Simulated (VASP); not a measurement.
# KBr in VASP: notebook

Runs on KBr. Level: r2SCAN. Tasks: single point.

Everything below comes from runs of VASP 6.6.1. Logs are shortened: lines on timing, memory, paths and dates and some standing lists are left out, and cuts for length are marked.

### 1 The cell of the first run

Symmetry: Fm-3m, No. 225, cubic system. Conventional cell: a = 6.058 Å, b = 6.058 Å, c = 6.058 Å, α = 90.00°, β = 90.00°, γ = 90.00°. K (site symmetry m-3m) has 6 Br at 3.03 Å within 4.0 Å. Br (site symmetry m-3m) has 6 K at 3.03 Å within 4.0 Å.

### 2 Single point, r2SCAN (strain -0.080 along x and y, -0.080 along z)

File POSCAR:

```
KBr
1.0
    0.0000000000      3.0291000000      3.0291000000
    3.0291000000      0.0000000000      3.0291000000
    3.0291000000      3.0291000000      0.0000000000
K Br
1 1
Direct
    0.0000000000      0.0000000000      0.0000000000
    0.5000000000      0.5000000000      0.5000000000
```

File INCAR.step1:

```
SYSTEM = KBr
  PREC = Accurate
  ENCUT = 520
  ISMEAR = 0
  SIGMA = 0.05
  LREAL = .FALSE.
  LASPH = .TRUE.
  NELM = 100
  NBANDS = 15
  GGA = PE
  ALGO = Normal
  EDIFF = 1E-4
  LWAVE = .TRUE.
  LCHARG = .FALSE.
```

File INCAR.step2:

```
SYSTEM = KBr
  PREC = Accurate
  ENCUT = 520
  EDIFF = 1E-7
  ISMEAR = 0
  SIGMA = 0.05
  LREAL = .FALSE.
  LASPH = .TRUE.
  NELM = 100
  ALGO = Normal
  ISIF = 2
  LWAVE = .FALSE.
  LCHARG = .FALSE.
  METAGGA = R2SCAN
  LMIXTAU = .TRUE.
  NBANDS = 15
  ISTART = 1
```

File KPOINTS:

```
regular mesh
0
G
  6 6 6
  0 0 0
```

Potentials or basis: VASP PAW PBE potentials, release 64 (K_sv, Br).

Started as:

```sh
$ cat potpaw_PBE.64/K_sv/POTCAR potpaw_PBE.64/Br/POTCAR > POTCAR
$ cp INCAR.step1 INCAR
$ mpirun -np 1 vasp_std > vasp.out
$ cp INCAR.step2 INCAR
$ mpirun -np 1 vasp_std > vasp.out
```

OUTCAR:

```text
SYSTEM = KBr
   PREC = Accurate
   ENCUT = 520
   EDIFF = 1E-7
   ISMEAR = 0
   LREAL = .FALSE.
   LASPH = .TRUE.
   NELM = 100
   ISIF = 2
   METAGGA = R2SCAN
   ISTART = 1

 ion  position               nearest neighbor table
   1  0.000  0.000  0.000-   2 3.03   2 3.03   2 3.03   2 3.03   2 3.03   2 3.03
   2  0.500  0.500  0.500-   1 3.03   1 3.03   1 3.03   1 3.03   1 3.03   1 3.03

  LATTYP: Found a face centered cubic cell.
 ALAT       =     6.0582000000

  Lattice vectors:

 A1 = (   0.0000000000,   3.0291000000,   3.0291000000)
 A2 = (   3.0291000000,   0.0000000000,   3.0291000000)
 A3 = (   3.0291000000,   3.0291000000,   0.0000000000)

Analysis of symmetry for initial positions (statically):
=====================================================================
 Subroutine PRICEL returns:
 Original cell was already a primitive cell.

 Routine SETGRP: Setting up the symmetry group for a
 face centered cubic supercell.

 Subroutine GETGRP returns: Found 48 space group operations
 (whereof 48 operations were pure point group operations)
 out of a pool of 48 trial point group operations.

The static configuration has the point symmetry O_h .

Analysis of symmetry for dynamics (positions and initial velocities):
=====================================================================
 Subroutine PRICEL returns:
 Original cell was already a primitive cell.

 Routine SETGRP: Setting up the symmetry group for a
 face centered cubic supercell.

 Subroutine GETGRP returns: Found 48 space group operations
 (whereof 48 operations were pure point group operations)
 out of a pool of 48 trial point group operations.

The dynamic configuration has the point symmetry O_h .

 Subroutine INISYM returns: Found 48 space group operations
 (whereof 48 operations are pure point group operations),
 and found     1 'primitive' translations

----------------------------------------------------------------------------------------

                                     Primitive cell

  volume of cell :      55.5867

  direct lattice vectors                    reciprocal lattice vectors
     0.000000000  3.029100000  3.029100000    -0.165065531  0.165065531  0.165065531
     3.029100000  0.000000000  3.029100000     0.165065531 -0.165065531  0.165065531
     3.029100000  3.029100000  0.000000000     0.165065531  0.165065531 -0.165065531

  length of vectors
     4.283794302  4.283794302  4.283794302     0.285901886  0.285901886  0.285901886

  position of ions in fractional coordinates (direct lattice)
     0.000000000  0.000000000  0.000000000
     0.500000000  0.500000000  0.500000000

  ion indices of the primitive-cell ions
   primitive index   ion index
                 1           1
                 2           2

----------------------------------------------------------------------------------------

 KPOINTS: regular mesh

Automatic generation of k-mesh.
 Grid dimensions read from file:
 generate k-points for:    6    6    6

 Generating k-lattice:

  Cartesian coordinates                     Fractional coordinates (reciprocal lattice)
    -0.027510922  0.027510922  0.027510922     0.166666667  0.000000000  0.000000000
     0.027510922 -0.027510922  0.027510922     0.000000000  0.166666667  0.000000000
     0.027510922  0.027510922 -0.027510922     0.000000000  0.000000000  0.166666667

  Length of vectors
     0.047650314  0.047650314  0.047650314

  Shift w.r.t. Gamma in fractional coordinates (k-lattice)
     0.000000000  0.000000000  0.000000000

 Subroutine IBZKPT returns following result:
 ===========================================

 Found     16 irreducible k-points:

 Following reciprocal coordinates:
            Coordinates               Weight
  0.000000  0.000000  0.000000      1.000000
  0.166667  0.000000  0.000000      8.000000
  0.333333  0.000000  0.000000      8.000000
  0.500000  0.000000  0.000000      4.000000
  0.166667  0.166667  0.000000      6.000000
  0.333333  0.166667  0.000000     24.000000
[... 8 lines left out ...]
 -0.333333  0.333333  0.166667     24.000000
 -0.333333  0.500000  0.166667     12.000000
   k-points           NKPTS =     16   k-points in BZ     NKDIM =     16   number of bands    NBANDS=     15
   number of dos      NEDOS =    301   number of ions     NIONS =      2
   total plane-waves  NPLWV =  32768
   dimension x,y,z NGX =    32 NGY =   32 NGZ =   32
   dimension x,y,z NGXF=    64 NGYF=   64 NGZF=   64
   ions per type =               1   1
   NGX,Y,Z   is equivalent  to a cutoff of  12.42, 12.42, 12.42 a.u.
   NGXF,Y,Z  is equivalent  to a cutoff of  24.84, 24.84, 24.84 a.u.
 SYSTEM =  KBr
   PREC   = accura    normal or accurate (medium, high low for compatibility)
   ISTART =      1    job   : 0-new  1-cont  2-samecut
   ICHARG =      0    charge: 1-file 2-atom 10-const
   ISPIN  =      1    spin polarized calculation?
   LNONCOLLINEAR =      F non collinear calculations
   LSORBIT =      F    spin-orbit coupling
   LASPH  =      T    aspherical Exc in radial PAW
   ENCUT  =  520.0 eV  38.22 Ry    6.18 a.u.   7.97  7.97  7.97*2*pi/ulx,y,z
   NELM   =    100;   NELMIN=  2; NELMDL=  0     # of ELM steps
   EDIFF  = 0.1E-06   stopping-criterion for ELM
   LREAL  =      F    real-space projection
   EDIFFG = 0.1E-05   stopping-criterion for IOM
   NSW    =      0    number of steps for IOM
   IBRION =     -1    ionic relax: 0-MD 1-quasi-New 2-CG
   NFREE  =      0    steps in history (QN), initial steepest desc. (CG)
   ISIF   =      2    stress and relaxation
   ISYM   =      2    0-nonsym 1-usesym 2-fastsym
   POTIM  = 0.5000    time-step for ionic-motion
   TEBEG  =    0.0;   TEEND  =   0.0 temperature during run
   PSTRESS=    0.0 pullay stress
   NELECT =      16.0000    total number of electrons
   NUPDOWN=      -1.0000    fix difference up-down
   EMIN   =  10.00;   EMAX   =-10.00  energy-range for DOS
   EFERMI =   0.00;   METHOD = LEGACY
   ISMEAR =     0;   SIGMA  =   0.05  broadening in eV -4-tet -1-fermi 0-gaus
   EFERMI_NEDOS =   21; number of points for ismear=-14 and -15
   IALGO  =     38    algorithm
   IMIX   =      4    mixing-type and parameters
     AMIX     =   0.40;   BMIX     =  1.00
     AMIX_MAG =   1.60;   BMIX_MAG =  1.00
  volume/ion in A,a.u.               =      27.79       187.56
  Fermi-wavevector in a.u.,A,eV,Ry     =   1.080914  2.042632 15.896713  1.168375
  Thomas-Fermi vector in A             =   2.216917
   LORBIT       =      0    0 simple, 1 ext, 2 COOP (PROOUT), +10 PAW based schemes
   METAGGA = R2SCAN    functional components
   LHFCALC =     F    Hartree Fock is set to
   AEXX    =    0.0000 exact exchange contribution
   IVDW    =     0    specifies the selected vdW correction
   LEPSILON=     F    determine dielectric tensor
   LRPA    =     F    only Hartree local field effects (RPA)
 non-spin polarized calculation
 Gauss-broadening in eV      SIGMA  =   0.05
  energy-cutoff  :      520.00
  volume of cell :       55.59
 maximum number of plane-waves:      1524
   NGX = 15   NGY = 15   NGZ = 15

 number of electron      16.0000003 magnetization

 Free energy of the ion-electron system (eV)
  ---------------------------------------------------
  ext. energy  EPLUGINS =         0.00000000
  ---------------------------------------------------
  free energy    TOTEN  =       -22.92634106 eV

  energy without entropy =      -22.92634106  energy(sigma->0) =      -22.92634106

 E-fermi :  -0.6120     XC(G=0):  -8.9114

 val. band max:       -0.9007907161   @ k =   0.0000   0.0000   0.0000
 cond. band min:       4.9948717547   @ k =   0.5000   0.5000   0.0000
 fundamental gap:      5.8956624708
 Fermi energy:        -0.6120220159

 k-point     1 :       0.0000    0.0000    0.0000
  band No.  band energies     occupation
      1     -29.3525      2.00000
      2     -14.0442      2.00000
      3     -12.0812      2.00000
      4     -12.0812      2.00000
      5     -12.0812      2.00000
      6      -0.9008      2.00000
      7      -0.9008      2.00000
      8      -0.9008      2.00000
      9       5.0613      0.00000
     10       7.2241      0.00000
     11       7.2241      0.00000
     12       7.2241      0.00000
     13       8.3844      0.00000
     14       8.3844      0.00000
     15      11.8071      0.00000

 k-point     2 :       0.1667    0.0000    0.0000
  band No.  band energies     occupation
      1     -29.3470      2.00000
      2     -14.1342      2.00000
      3     -12.0830      2.00000
      4     -12.0830      2.00000
      5     -11.9506      2.00000
      6      -1.4490      2.00000
      7      -1.0692      2.00000
      8      -1.0692      2.00000
      9       5.8507      0.00000
     10       7.1581      0.00000
     11       7.6579      0.00000
     12       7.6579      0.00000
     13       8.9474      0.00000
     14       8.9474      0.00000
     15      13.0464      0.00000

 k-point     3 :       0.3333    0.0000    0.0000
  band No.  band energies     occupation
      1     -29.3360      2.00000
      2     -14.2896      2.00000
      3     -12.0865      2.00000
      4     -12.0865      2.00000
      5     -11.7093      2.00000
      6      -2.3148      2.00000
      7      -1.3749      2.00000
      8      -1.3749      2.00000
      9       6.5383      0.00000
     10       8.2247      0.00000
     11       8.8313      0.00000
     12       8.8313      0.00000
     13      10.3447      0.00000
     14      10.3447      0.00000
     15      12.9670      0.00000
[... 199 lines left out ...]
 k-point    15 :      -0.3333    0.3333    0.1667
  band No.  band energies     occupation
      1     -29.3257      2.00000
      2     -14.1249      2.00000
      3     -12.2152      2.00000
      4     -12.1795      2.00000
      5     -11.8381      2.00000
      6      -2.1231      2.00000
      7      -1.6660      2.00000
      8      -1.5380      2.00000
      9       7.1757      0.00000
     10       7.5198      0.00000
     11       9.5920      0.00000
     12      10.0381      0.00000
     13      10.9287      0.00000
     14      11.6630      0.00000
     15      12.4525      0.00000

 k-point    16 :      -0.3333    0.5000    0.1667
  band No.  band energies     occupation
      1     -29.3242      2.00000
      2     -13.9897      2.00000
      3     -12.2949      2.00000
      4     -12.2177      2.00000
      5     -11.9588      2.00000
      6      -1.8638      2.00000
      7      -1.6489      2.00000
      8      -1.5196      2.00000
      9       6.0616      0.00000
     10       8.5861      0.00000
     11       8.9350      0.00000
     12      10.1964      0.00000
     13      10.7315      0.00000
     14      11.4585      0.00000
     15      12.5594      0.00000

------------------------ aborting loop because EDIFF is reached ----------------------------------------

  FORCE on cell =-STRESS in cart. coord.  units (eV):
  Direction    XX          YY          ZZ          XY          YZ          ZX
  --------------------------------------------------------------------------------------
  -------------------------------------------------------------------------------------
  Total        2.7680119      2.7680119      2.7680119      0.0000000      0.0000000      0.0000000
  in kB       79.7825117     79.7825117     79.7825117      0.0000000      0.0000000      0.0000000
  external PRESSURE =      79.7825117 kB  Pullay stress =       0.0000000 kB

 VOLUME and BASIS-vectors are now :
 -----------------------------------------------------------------------------
  energy-cutoff  :      520.00
  volume of cell :       55.59
      direct lattice vectors                 reciprocal lattice vectors
     0.000000000  3.029100000  3.029100000    -0.165065531  0.165065531  0.165065531
     3.029100000  0.000000000  3.029100000     0.165065531 -0.165065531  0.165065531
     3.029100000  3.029100000  0.000000000     0.165065531  0.165065531 -0.165065531

 POSITION                                       TOTAL-FORCE (eV/Angst)
 -----------------------------------------------------------------------------------
      0.00000      0.00000      0.00000         0.000000     -0.000000     -0.000000
      3.02910      3.02910      3.02910        -0.000000      0.000000      0.000000
 -----------------------------------------------------------------------------------
    total drift:                                0.000000     -0.000000     -0.000000

  FREE ENERGIE OF THE ION-ELECTRON SYSTEM (eV)
  ---------------------------------------------------
  free  energy   TOTEN  =       -22.9263410603 eV

  energy  without entropy=      -22.9263410603  energy(sigma->0) =      -22.92634106
```

Wall time 24 s (1 thread of Intel Xeon 6975P-C (Granite Rapids), shared host); peak memory 0.18 GiB.

Results:

```yaml
Free_energy: -22.9263 eV
Pressure: 8.0 GPa
Band_gap_on_the_k_mesh: 5.90 eV, indirect (least direct gap 5.96 eV)
```

Levels at points of the mesh, in eV from the valence-band top:
```
           k point  band 6  band 7  band 8  band 9  band 10  band 11
(0.00, 0.00, 0.00)    0.00    0.00    0.00    5.96     8.12     8.12
(0.50, 0.00, 0.00)   -1.78   -0.61   -0.61    7.67     9.75    11.13
(0.50, 0.50, 0.00)   -1.09   -0.37   -0.37    5.90     9.08    10.51
```

Caveat: the cell differs from its parent crystal (strain -0.080 along x and y, -0.080 along z); the PAW data sets were made with another functional, which shifts forces and pressure a little.

### 3 Single point, r2SCAN (strain -0.040 along x and y, -0.040 along z)

File POSCAR:

```
KBr
1.0
    0.0000000000      3.1608000000      3.1608000000
    3.1608000000      0.0000000000      3.1608000000
    3.1608000000      3.1608000000      0.0000000000
K Br
1 1
Direct
    0.0000000000      0.0000000000      0.0000000000
    0.5000000000      0.5000000000      0.5000000000
```

File INCAR.step1:

```
PREC     = Accurate       # precision mode
ENCUT    = 520            # plane-wave cutoff, eV
ISMEAR   = 0              # smearing method
SIGMA    = 0.05           # smearing width, eV
LREAL    = False          # projectors in reciprocal space
LASPH    = True           # aspherical terms in the spheres
NELM     = 60             # most SCF steps
NBANDS   = 15             # bands
GGA      = PE             # functional
ALGO     = Normal         # electronic algorithm
EDIFF    = 1E-4           # SCF threshold, eV
LWAVE    = True           # write WAVECAR
LCHARG   = False          # write CHGCAR
```

File INCAR.step2:

```
PREC     = Accurate       # precision mode
ENCUT    = 520            # plane-wave cutoff, eV
EDIFF    = 1E-6           # SCF threshold, eV
ISMEAR   = 0              # smearing method
SIGMA    = 0.05           # smearing width, eV
LREAL    = False          # projectors in reciprocal space
LASPH    = True           # aspherical terms in the spheres
NELM     = 60             # most SCF steps
ALGO     = Normal         # electronic algorithm
ISIF     = 2              # what is computed and relaxed
LWAVE    = False          # write WAVECAR
LCHARG   = False          # write CHGCAR
METAGGA  = R2SCAN         # meta-GGA
LMIXTAU  = True         
NBANDS   = 15             # bands
ISTART   = 1
```

File KPOINTS:

```
regular mesh
0
Gamma
  6 6 6
```

Potentials or basis: VASP PAW PBE potentials, release 64 (K_sv, Br).

Started as:

```sh
$ cat potpaw_PBE.64/K_sv/POTCAR potpaw_PBE.64/Br/POTCAR > POTCAR
$ cp INCAR.step1 INCAR
$ mpirun -np 1 vasp_std > vasp.out
$ cp INCAR.step2 INCAR
$ mpirun -np 1 vasp_std > vasp.out
```

OUTCAR:

```text
PREC = Accurate
   ENCUT = 520
   EDIFF = 1E-6
   ISMEAR = 0
   LREAL = False
   LASPH = True
   NELM = 60
   ISIF = 2
   METAGGA = R2SCAN
   ISTART = 1

 ion  position               nearest neighbor table
   1  0.000  0.000  0.000-   2 3.16   2 3.16   2 3.16   2 3.16   2 3.16   2 3.16
   2  0.500  0.500  0.500-   1 3.16   1 3.16   1 3.16   1 3.16   1 3.16   1 3.16

  LATTYP: Found a face centered cubic cell.
 ALAT       =     6.3216000000

  Lattice vectors:

[... 466 lines left out ...]

  FORCE on cell =-STRESS in cart. coord.  units (eV):
  Direction    XX          YY          ZZ          XY          YZ          ZX
  --------------------------------------------------------------------------------------
  -------------------------------------------------------------------------------------
  Total        1.1704799      1.1704799      1.1704799     -0.0000000     -0.0000000     -0.0000000
  in kB       29.6929607     29.6929607     29.6929607     -0.0000000     -0.0000000     -0.0000000
  external PRESSURE =      29.6929607 kB  Pullay stress =       0.0000000 kB

 VOLUME and BASIS-vectors are now :
 -----------------------------------------------------------------------------
  energy-cutoff  :      520.00
  volume of cell :       63.16
      direct lattice vectors                 reciprocal lattice vectors
     0.000000000  3.160800000  3.160800000    -0.158187801  0.158187801  0.158187801
     3.160800000  0.000000000  3.160800000     0.158187801 -0.158187801  0.158187801
     3.160800000  3.160800000  0.000000000     0.158187801  0.158187801 -0.158187801

 POSITION                                       TOTAL-FORCE (eV/Angst)
 -----------------------------------------------------------------------------------
      0.00000      0.00000      0.00000         0.000000     -0.000000      0.000000
      3.16080      3.16080      3.16080        -0.000000      0.000000     -0.000000
 -----------------------------------------------------------------------------------
    total drift:                                0.000000      0.000000      0.000000

  FREE ENERGIE OF THE ION-ELECTRON SYSTEM (eV)
  ---------------------------------------------------
  free  energy   TOTEN  =       -23.1739088830 eV

  energy  without entropy=      -23.1739088830  energy(sigma->0) =      -23.17390888
```

OSZICAR.step1:

```text
N       E                     dE             d eps       ncg     rms          rms(c)
DAV:   1     0.102356090055E+03    0.10236E+03   -0.69492E+03   480   0.953E+02
DAV:   2    -0.245714653129E+00   -0.10260E+03   -0.93495E+02   620   0.233E+02
DAV:   3    -0.604376635541E+01   -0.57981E+01   -0.57704E+01   655   0.491E+01
DAV:   4    -0.625128768105E+01   -0.20752E+00   -0.20748E+00   694   0.829E+00
DAV:   5    -0.625271182908E+01   -0.14241E-02   -0.14241E-02   662   0.770E-01    0.402E+00
DAV:   6    -0.610208703540E+01    0.15062E+00   -0.19191E-01   578   0.225E+00    0.293E+00
DAV:   7    -0.609377710512E+01    0.83099E-02   -0.10515E-01   634   0.183E+00    0.118E+00
DAV:   8    -0.610063489884E+01   -0.68578E-02   -0.10461E-02   526   0.792E-01    0.114E-01
DAV:   9    -0.610130314343E+01   -0.66824E-03   -0.58982E-04   648   0.155E-01    0.736E-02
DAV:  10    -0.610156510891E+01   -0.26197E-03   -0.24413E-04   486   0.922E-02    0.109E-02
DAV:  11    -0.610158282763E+01   -0.17719E-04   -0.20275E-05   478   0.314E-02
   1 F= -.61015828E+01 E0= -.61015828E+01  d E =-.152753E-22
```

Run time: 37 s. Hardware: 1 thread of Intel Xeon 6975P-C (Granite Rapids), shared host; peak memory 0.21 GiB.

What came out:

```
Free energy            : -23.1739 eV
Pressure               : 3.0 GPa
Band gap on the k mesh : 5.48 eV, direct
```

Caveat: the cell differs from its parent crystal (strain -0.040 along x and y, -0.040 along z); the PAW data sets were made with another functional, which shifts forces and pressure a little.

(Part 1 of 2 ends here.)
